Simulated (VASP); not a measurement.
# BP (zinc blende) (F-43m) in VASP: vibrations by perturbation theory with PBEsol

Aim: the vibrations by perturbation theory of BP (zinc blende) with PBEsol.

Program: VASP 6.6.1. These are calculated values, not measurements. Logs are shortened: lines on timing, memory, paths and dates and some standing lists are left out, and cuts for length are marked.

## 1. The cell of the first run

It takes space group F-43m (No. 216, cubic). Conventional cell: a = 4.210 Å, b = 4.210 Å, c = 4.210 Å, α = 90.00°, β = 90.00°, γ = 90.00°. Within 2.4 Å of B (site symmetry -43m) lie 4 P at 1.82 Å. Within 2.4 Å of P (site symmetry -43m) lie 4 B at 1.82 Å.

## 2. Vibrations by perturbation theory, PBEsol

File INCAR:

```
PREC = Accurate ; ENCUT = 500
EDIFF = 1E-8 ; ISMEAR = 0
SIGMA = 0.01 ; LREAL = False
LASPH = True ; NELM = 120
ALGO = Normal ; ISIF = 2
LWAVE = False ; LCHARG = True
GGA = PS ; NBANDS = 11
IBRION = 8 ; NSW = 1
LEPSILON = True ; GGA_COMPAT = False
```

File KPOINTS:

```
Automatic mesh
0
Gamma
  12 12 12
```

File POSCAR:

```
BP
1.0
    0.0000000000      2.1049605360      2.1049605360
    2.1049605360      0.0000000000      2.1049605360
    2.1049605360      2.1049605360      0.0000000000
B P
1 1
Direct
    0.0000000000      0.0000000000      0.0000000000
    0.2500000000      0.2500000000      0.2500000000
```

Potentials or basis: VASP PAW PBE potentials, release 64 (B, P).

Command:

```console
$ cat potpaw_PBE.64/B/POTCAR potpaw_PBE.64/P/POTCAR > POTCAR
$ mpirun -np 1 vasp_std > vasp.out
```

OUTCAR:

```text
PREC = Accurate
   ENCUT = 500
   EDIFF = 1E-8
   ISMEAR = 0
   LREAL = False
   LASPH = True
   NELM = 120
   ISIF = 2
   GGA = PS
   IBRION = 8
   NSW = 1
   LEPSILON = True

 ion  position               nearest neighbor table
   1  0.000  0.000  0.000-   2 1.82   2 1.82   2 1.82   2 1.82
   2  0.250  0.250  0.250-   1 1.82   1 1.82   1 1.82   1 1.82

  LATTYP: Found a face centered cubic cell.
 ALAT       =     4.2099210720

  Lattice vectors:

 A1 = (   0.0000000000,   2.1049605360,   2.1049605360)
 A2 = (   2.1049605360,   0.0000000000,   2.1049605360)
 A3 = (   2.1049605360,   2.1049605360,   0.0000000000)

Analysis of symmetry for initial positions (statically):
=====================================================================
 Subroutine PRICEL returns:
 Original cell was already a primitive cell.

 Routine SETGRP: Setting up the symmetry group for a
 face centered cubic supercell.

 Subroutine GETGRP returns: Found 24 space group operations
 (whereof 24 operations were pure point group operations)
 out of a pool of 48 trial point group operations.

The static configuration has the point symmetry T_d .

Analysis of symmetry for dynamics (positions and initial velocities):
=====================================================================
 Subroutine PRICEL returns:
 Original cell was already a primitive cell.

 Routine SETGRP: Setting up the symmetry group for a
 face centered cubic supercell.

 Subroutine GETGRP returns: Found 24 space group operations
 (whereof 24 operations were pure point group operations)
 out of a pool of 48 trial point group operations.

The dynamic configuration has the point symmetry T_d .

 Subroutine INISYM returns: Found 24 space group operations
 (whereof 24 operations are pure point group operations),
 and found     1 'primitive' translations

----------------------------------------------------------------------------------------

                                     Primitive cell

[... 568 lines left out ...]
 ------------------------------------------------------
           9.391870     0.000000     0.000000
           0.000000     9.391870     0.000000
          -0.000000    -0.000000     9.391870
 ------------------------------------------------------

 PIEZOELECTRIC TENSOR (including local field effects)  for field in x, y, z        (e  Angst)
          XX          YY          ZZ          XY          YZ          ZX
  --------------------------------------------------------------------------------
  x     0.00000    -0.00000    -0.00000     0.00000     0.61019     0.00000
  y     0.00000     0.00000     0.00000     0.00000     0.00000     0.61019
  z     0.00000     0.00000     0.00000     0.61019     0.00000     0.00000

 PIEZOELECTRIC TENSOR (including local field effects)  for field in x, y, z        (C/m^2)
          XX          YY          ZZ          XY          YZ          ZX
  --------------------------------------------------------------------------------
  x     0.00000    -0.00000    -0.00000     0.00000     0.52410     0.00000
  y     0.00000     0.00000     0.00000     0.00000     0.00000     0.52410
  z     0.00000     0.00000     0.00000     0.52410     0.00000     0.00000

 BORN EFFECTIVE CHARGES (including local field effects) (in |e|, cummulative output)
 ---------------------------------------------------------------------------------
 ion    1
    1    -1.25726     0.00000     0.00000
    2    -0.00000    -1.25726    -0.00000
    3     0.00000     0.00000    -1.25726
 ion    2
    1     1.25726    -0.00000    -0.00000
    2     0.00000     1.25726     0.00000
    3    -0.00000     0.00000     1.25726

 INTERNAL STRAIN TENSOR FOR ION    2 for displacements in x,y,z  (eV/Angst):
          X           Y           Z          XY          YZ          ZX
  --------------------------------------------------------------------------------
  x     0.00000     0.00000     0.00000     0.00000   -18.96155     0.00000
  y     0.00000     0.00000     0.00000     0.00000     0.00000   -18.96155
  z     0.00000     0.00000     0.00000   -18.96155     0.00000     0.00000

 SECOND DERIVATIVES (NOT SYMMETRIZED)
 ------------------------------------
               1X          1Y          1Z          2X          2Y          2Z
  1X   -29.415191    0.000000    0.000000   29.415191    0.000000    0.000000
  1Y     0.000000  -29.415191    0.000000    0.000000   29.415191    0.000000
  1Z     0.000000    0.000000  -29.415191    0.000000    0.000000   29.415191
  2X    29.421955    0.000000    0.000000  -29.421955    0.000000    0.000000
  2Y     0.000000   29.421955    0.000000    0.000000  -29.421955    0.000000
  2Z     0.000000    0.000000   29.421955    0.000000    0.000000  -29.421955

 Eigenvectors and eigenvalues of the dynamical matrix
 ----------------------------------------------------

   1 f  =   29.952157 THz   188.194953 2PiTHz  999.096418 cm-1   123.872113 meV
             X         Y         Z           dx          dy          dz
      0.000000  0.000000  0.000000    -0.860945    0.000000    0.000000
      1.052480  1.052480  1.052480     0.508698    0.000000    0.000000
[... 21 lines left out ...]
   6 f/i=    0.001508 THz     0.009475 2PiTHz    0.050302 cm-1     0.006237 meV
             X         Y         Z           dx          dy          dz
      0.000000  0.000000  0.000000     0.000000    0.000000   -0.508698
      1.052480  1.052480  1.052480     0.000000    0.000000   -0.860945

--------------------------------------------------------------------------------------------------------

 MACROSCOPIC STATIC DIELECTRIC TENSOR IONIC CONTRIBUTION
 ------------------------------------------------------
           0.521233    -0.000000    -0.000000
          -0.000000     0.521233     0.000000
          -0.000000     0.000000     0.521233
 ------------------------------------------------------

 ELASTIC MODULI CONTR FROM IONIC RELAXATION (kBar)
 Direction    XX          YY          ZZ          XY          YZ          ZX
 --------------------------------------------------------------------------------
 XX          -0.0000      0.0000      0.0000      0.0000      0.0000      0.0000
 YY           0.0000     -0.0000      0.0000      0.0000      0.0000      0.0000
 ZZ           0.0000      0.0000     -0.0000      0.0000      0.0000      0.0000
 XY           0.0000      0.0000      0.0000  -1079.7146      0.0000      0.0000
 YZ           0.0000      0.0000      0.0000      0.0000  -1079.7146      0.0000
 ZX           0.0000      0.0000      0.0000      0.0000      0.0000  -1079.7146
 --------------------------------------------------------------------------------

 PIEZOELECTRIC TENSOR IONIC CONTR  for field in x, y, z        (C/m^2)
          XX          YY          ZZ          XY          YZ          ZX
  --------------------------------------------------------------------------------
  x     0.00000    -0.00000    -0.00000     0.00000    -0.70590     0.00000
  y     0.00000     0.00000     0.00000    -0.00000    -0.00000    -0.70590
  z    -0.00000     0.00000     0.00000    -0.70590     0.00000     0.00000
```

stdout:

```text
POSCAR found type information on POSCAR B P
 POSCAR found :  2 types and       2 ions
 scaLAPACK will be used
 -----------------------------------------------------------------------------
|                                                                             |
|                                                                             |
[... 39 lines left out ...]
 first order change of Fermi-energy   0.71457E-04
 force on displaced ion       1 direction 1 : -29.415   0.000   0.000
 Born effective charge ion    1 direction 1 :  -1.259   0.000   0.000
 Linear response progress:
 first order change of Fermi-energy   0.73955E-04
 force on displaced ion       2 direction 1 : -29.422  -0.000  -0.000
 Born effective charge ion    2 direction 1 :   1.253   0.000   0.000
 Born effective charges drift removed
 Linear response finished
```

Wall time 7 min (1 thread of Intel Xeon 8259CL, shared host); peak memory 0.25 GiB.

Results:

```
Electronic dielectric tensor (diagonal)                 : 9.39
Born charges (mean of the diagonal)                     : B -1.26; P +1.26 e
Highest phonon frequency at Γ, LO-TO splitting left out : 999 cm⁻¹
```

Phonon frequencies in cm⁻¹ (negative: imaginary):
```
              q point        frequencies
(0.000, 0.000, 0.000)  0 0 0 999 999 999
```

Electronic dielectric tensor:
```
9.39 0.00 0.00
0.00 9.39 0.00
0.00 0.00 9.39
```

Born effective charge tensors (e):
atom 1, B
```
-1.26  0.00  0.00
 0.00 -1.26  0.00
 0.00  0.00 -1.26
```
atom 2, P
```
1.26 0.00 0.00
0.00 1.26 0.00
0.00 0.00 1.26
```

Caveat: the cell wasn't relaxed at this level first, which shifts response properties.
